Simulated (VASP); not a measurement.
# BaTiO3 (P4mm) in VASP: settings compared

Aim: see how the results for BaTiO3 move with the level of theory and the settings. Levels: PBE, PBE+U. Tasks: single point.

Everything below comes from runs of VASP 6.6.1. Logs are shortened: lines on timing, memory, paths and dates and some standing lists are left out, and cuts for length are marked.

## (1) The cell of the first run

Symmetry: P4mm, No. 99, tetragonal system. The conventional cell has a = 4.000 Å, b = 4.000 Å, c = 4.018 Å, α = 90.00°, β = 90.00°, γ = 90.00°. Ba (site symmetry 4mm) has 12 O at 2.79 to 2.88 Å and 8 Ti at 3.45 to 3.49 Å within 3.7 Å. Ti (site symmetry 4mm) has 6 O at 1.89 to 2.13 Å within 2.5 Å. Within 2.5 Å of O (site symmetry 4mm) lie 2 Ti at 1.89 to 2.13 Å. O (site symmetry 2mm) has 2 Ti at 2.00 Å within 2.7 Å.

## (2) Single point, PBE

Contents of INCAR:

```
PREC = Accurate ; ENCUT = 520
EDIFF = 1E-6 ; ISMEAR = 1
SIGMA = 0.05 ; LREAL = False
LASPH = True ; NELM = 100
ALGO = Normal ; ISIF = 2
LWAVE = False ; LCHARG = False
GGA = PE ; NBANDS = 28
```

Contents of KPOINTS:

```
regular mesh
0
Gamma
  6 6 6
```

Contents of POSCAR:

```
BaTiO3
1.0
    3.9998000000      0.0000000000      0.0000000000
    0.0000000000      3.9998000000      0.0000000000
    0.0000000000      0.0000000000      4.0180000000
Ba Ti O
1 1 3
Direct
    0.0000000000      0.0000000000      0.0000000000
    0.5000000000      0.5000000000      0.4900000000
    0.5000000000      0.5000000000      0.0190000000
    0.5000000000      0.0000000000      0.5170000000
    0.0000000000      0.5000000000      0.5170000000
```

Potentials or basis: VASP PAW PBE potentials, release 64 (Ba_sv, Ti_sv, O).

On the command line:

```sh
> cat potpaw_PBE.64/Ba_sv/POTCAR potpaw_PBE.64/Ti_sv/POTCAR potpaw_PBE.64/O/POTCAR > POTCAR
> mpirun -np 1 vasp_std > vasp.out
```

OUTCAR:

```text
PREC = Accurate
   ENCUT = 520
   EDIFF = 1E-6
   ISMEAR = 1
   LREAL = False
   LASPH = True
   NELM = 100
   ISIF = 2
   GGA = PE

 ion  position               nearest neighbor table
   1  0.000  0.000  0.000-   4 2.79   5 2.79   5 2.79   4 2.79   3 2.83   3 2.83   3 2.83   3 2.83
                             4 2.88   5 2.88   5 2.88   4 2.88   2 3.45   2 3.45   2 3.45   2 3.45
   2  0.500  0.500  0.490-   3 1.89   4 2.00   5 2.00   4 2.00   5 2.00   3 2.13   1 3.45   1 3.45
                             1 3.45   1 3.45   1 3.49   1 3.49   1 3.49   1 3.49
   3  0.500  0.500  0.019-   2 1.89   2 2.13   1 2.83   1 2.83   1 2.83   1 2.83
   4  0.500  0.000  0.517-   2 2.00   2 2.00   1 2.79   1 2.79   1 2.88   1 2.88
   5  0.000  0.500  0.517-   2 2.00   2 2.00   1 2.79   1 2.79   1 2.88   1 2.88

  LATTYP: Found a simple tetragonal cell.
 ALAT       =     3.9998000000
 C/A-ratio  =     1.0045502275

  Lattice vectors:

 A1 = (   3.9998000000,   0.0000000000,   0.0000000000)
 A2 = (   0.0000000000,   3.9998000000,   0.0000000000)
 A3 = (   0.0000000000,   0.0000000000,   4.0180000000)

Analysis of symmetry for initial positions (statically):
=====================================================================
 Subroutine PRICEL returns:
 Original cell was already a primitive cell.

 Routine SETGRP: Setting up the symmetry group for a
 simple tetragonal supercell.

 Subroutine GETGRP returns: Found  8 space group operations
 (whereof  8 operations were pure point group operations)
 out of a pool of 16 trial point group operations.

The static configuration has the point symmetry C_4v.

Analysis of symmetry for dynamics (positions and initial velocities):
=====================================================================
 Subroutine PRICEL returns:
 Original cell was already a primitive cell.

 Routine SETGRP: Setting up the symmetry group for a
 simple tetragonal supercell.

 Subroutine GETGRP returns: Found  8 space group operations
 (whereof  8 operations were pure point group operations)
 out of a pool of 16 trial point group operations.

The dynamic configuration has the point symmetry C_4v.

 Subroutine INISYM returns: Found  8 space group operations
 (whereof  8 operations are pure point group operations),
 and found     1 'primitive' translations

----------------------------------------------------------------------------------------

                                     Primitive cell

  volume of cell :      64.2816

  direct lattice vectors                    reciprocal lattice vectors
[... 91 lines left out ...]
   ENCUT  =  520.0 eV  38.22 Ry    6.18 a.u.   7.44  7.44  7.47*2*pi/ulx,y,z
   NELM   =    100;   NELMIN=  2; NELMDL= -5     # of ELM steps
   EDIFF  = 0.1E-05   stopping-criterion for ELM
   LREAL  =      F    real-space projection
   EDIFFG = 0.1E-04   stopping-criterion for IOM
   NSW    =      0    number of steps for IOM
   IBRION =     -1    ionic relax: 0-MD 1-quasi-New 2-CG
   NFREE  =      0    steps in history (QN), initial steepest desc. (CG)
   ISIF   =      2    stress and relaxation
   ISYM   =      2    0-nonsym 1-usesym 2-fastsym
   POTIM  = 0.5000    time-step for ionic-motion
   TEBEG  =    0.0;   TEEND  =   0.0 temperature during run
   PSTRESS=    0.0 pullay stress
   NELECT =      40.0000    total number of electrons
   NUPDOWN=      -1.0000    fix difference up-down
   EMIN   =  10.00;   EMAX   =-10.00  energy-range for DOS
   EFERMI =   0.00;   METHOD = LEGACY
   ISMEAR =     1;   SIGMA  =   0.05  broadening in eV -4-tet -1-fermi 0-gaus
   EFERMI_NEDOS =   21; number of points for ismear=-14 and -15
   IALGO  =     38    algorithm
   IMIX   =      4    mixing-type and parameters
     AMIX     =   0.40;   BMIX     =  1.00
     AMIX_MAG =   1.60;   BMIX_MAG =  1.00
  volume/ion in A,a.u.               =      12.86        86.76
  Fermi-wavevector in a.u.,A,eV,Ry     =   1.397653  2.641181 26.578078  1.953434
  Thomas-Fermi vector in A             =   2.520888
   LORBIT       =      0    0 simple, 1 ext, 2 COOP (PROOUT), +10 PAW based schemes
   GGA     = PE    functional components
   LHFCALC =     F    Hartree Fock is set to
   AEXX    =    0.0000 exact exchange contribution
   IVDW    =     0    specifies the selected vdW correction
   LEPSILON=     F    determine dielectric tensor
   LRPA    =     F    only Hartree local field effects (RPA)
 non-spin polarized calculation
 Methfessel and Paxton  Order N= 1 SIGMA  =   0.05
  energy-cutoff  :      520.00
  volume of cell :       64.28
 maximum number of plane-waves:      1751
 NGX is ok and might be reduce to    30
   NGX = 15   NGY = 15   NGZ = 15

 number of electron      39.9999977 magnetization

 Free energy of the ion-electron system (eV)
  ---------------------------------------------------
  ext. energy  EPLUGINS =         0.00000000
  ---------------------------------------------------
  free energy    TOTEN  =       -39.98202808 eV

  energy without entropy =      -39.98209763  energy(sigma->0) =      -39.98205126

 E-fermi :   3.8771     XC(G=0): -11.2422

 val. band max:        3.8479175818   @ k =   0.5000   0.5000   0.5000
 cond. band min:       5.6184355153   @ k =   0.0000   0.0000   0.0000
 fundamental gap:      1.7705179335
 Fermi energy:         3.8771080576

 k-point     1 :       0.0000    0.0000    0.0000
  band No.  band energies     occupation
      1     -52.7548      2.00000
      2     -28.9957      2.00000
      3     -28.9659      2.00000
      4     -28.9659      2.00000
      5     -21.0129      2.00000
      6     -13.0750      2.00000
[... 733 lines left out ...]
     27      11.9731      0.00000
     28      13.2643      0.00000

 [... further k-points ...]
[... 5 lines left out ...]
  --------------------------------------------------------------------------------------
  -------------------------------------------------------------------------------------
  Total        1.5650568      1.5650568      1.9422874      0.0000000     -0.0000000      0.0000000
  in kB       39.0080470     39.0080470     48.4102794      0.0000000     -0.0000000      0.0000000
  external PRESSURE =      42.1421245 kB  Pullay stress =       0.0000000 kB

 VOLUME and BASIS-vectors are now :
 -----------------------------------------------------------------------------
  energy-cutoff  :      520.00
  volume of cell :       64.28
      direct lattice vectors                 reciprocal lattice vectors
     3.999800000  0.000000000  0.000000000     0.250012501  0.000000000  0.000000000
     0.000000000  3.999800000  0.000000000     0.000000000  0.250012501  0.000000000
     0.000000000  0.000000000  4.018000000     0.000000000  0.000000000  0.248880040

 POSITION                                       TOTAL-FORCE (eV/Angst)
 -----------------------------------------------------------------------------------
      0.00000      0.00000      0.00000         0.000000      0.000000      0.075375
      1.99990      1.99990      1.96882         0.000000     -0.000000     -0.117603
      1.99990      1.99990      0.07634         0.000000     -0.000000      0.275025
      1.99990      0.00000      2.07731         0.000000      0.000000     -0.116398
      0.00000      1.99990      2.07731        -0.000000      0.000000     -0.116398
 -----------------------------------------------------------------------------------
    total drift:                                0.000000      0.000000      0.000452

  FREE ENERGIE OF THE ION-ELECTRON SYSTEM (eV)
  ---------------------------------------------------
  free  energy   TOTEN  =       -39.9820280756 eV

  energy  without entropy=      -39.9820976312  energy(sigma->0) =      -39.98205126
```

Run time: 1.9 min. Hardware: 1 thread of AMD EPYC 7R43 (Zen 3), shared host; peak memory 0.17 GiB.

What came out:

```yaml
Free_energy: -39.9820 eV
Pressure: 4.2 GPa
Largest_force: 0.275 eV/Å
Band_gap_on_the_k_mesh: 1.77 eV, indirect (least direct gap 2.06 eV)
```

Forces in eV/Å, atoms in the order of the input:
```
Ba   0.000  0.000  0.075
Ti   0.000  0.000 -0.118
O    0.000  0.000  0.275
O    0.000  0.000 -0.116
O    0.000  0.000 -0.116
```

Caveat: spin-orbit coupling is left out, which moves the levels of the heavy elements. A k mesh can miss the band edges.

## (3) Single point, PBE+U

Contents of INCAR:

```
  PREC = Accurate
  ENCUT = 520
  EDIFF = 1E-6
  ISMEAR = 1
  SIGMA = 0.05
  LREAL = F
  LASPH = T
  NELM = 150
  ALGO = Normal
  ISIF = 2
  LWAVE = F
  LCHARG = F
  LMAXMIX = 4
  LDAU = T
  LDAUTYPE = 2
  LDAUL = -1 2 -1
  LDAUU = 0 2 0
  LDAUJ = 0 0 0
  LDAUPRINT = 1
  GGA = PE
  NBANDS = 28
```

KPOINTS is that of step 2.

POSCAR is that of step 2.

Potentials or basis: VASP PAW PBE potentials, release 64 (Ba_sv, Ti_sv, O).

On the command line:

```sh
> cat potpaw_PBE.64/Ba_sv/POTCAR potpaw_PBE.64/Ti_sv/POTCAR potpaw_PBE.64/O/POTCAR > POTCAR
> mpirun -np 1 vasp_std > vasp.out
```

Wall time 1.8 min (1 thread of AMD EPYC 7R43 (Zen 3), shared host); peak memory 0.18 GiB.

It converged, with:

```
Free energy            : -38.6011 eV
Pressure               : 5.8 GPa
Largest force          : 0.174 eV/Å
Band gap on the k mesh : 2.00 eV, indirect (least direct gap 2.30 eV)
```

Forces on the atoms (eV/Å):
```
Ba   0.000  0.000  0.072
Ti   0.000  0.000  0.174
O    0.000  0.000  0.004
O    0.000  0.000 -0.125
O    0.000  0.000 -0.125
```

Stress tensor (GPa, compression positive):
```
5.46 0.00 0.00
0.00 5.46 0.00
0.00 0.00 6.56
```

Levels at points of the mesh, in eV from the valence-band top:
```csv
k point,band 16,band 17,band 18,band 19,band 20,band 21,band 22,band 23,band 24,band 25
"(0.00, 0.00, 0.00)",-1.23,-1.14,-0.32,-0.30,-0.30,2.00,2.18,2.18,3.98,4.06
"(0.50, 0.00, 0.00)",-1.96,-1.79,-1.71,-0.96,-0.87,2.34,3.69,3.72,4.02,5.83
"(0.50, 0.50, 0.00)",-2.69,-1.84,-0.98,-0.98,-0.09,3.73,3.73,4.14,4.67,7.61
"(0.00, 0.00, 0.50)",-1.96,-1.90,-1.90,-0.74,-0.74,2.17,3.74,3.74,3.98,5.95
"(0.50, 0.00, 0.50)",-2.64,-1.80,-0.91,-0.90,-0.17,3.72,3.76,4.12,4.79,7.57
"(0.50, 0.50, 0.50)",-2.41,-2.38,-0.08,-0.08,0.00,4.36,4.36,4.37,6.50,6.66
```

Eigenvalues of the final occupation matrices:
| site | spin | trace | eigenvalues |
| --- | --- | --- | --- |
| site 2 d | 1 | 0.84 | 0.11 0.12 0.12 0.24 0.25 |
| site 2 d | 2 | 0.84 | 0.11 0.12 0.12 0.24 0.25 |

Caveat: spin-orbit coupling is left out, which moves the levels of the heavy elements.
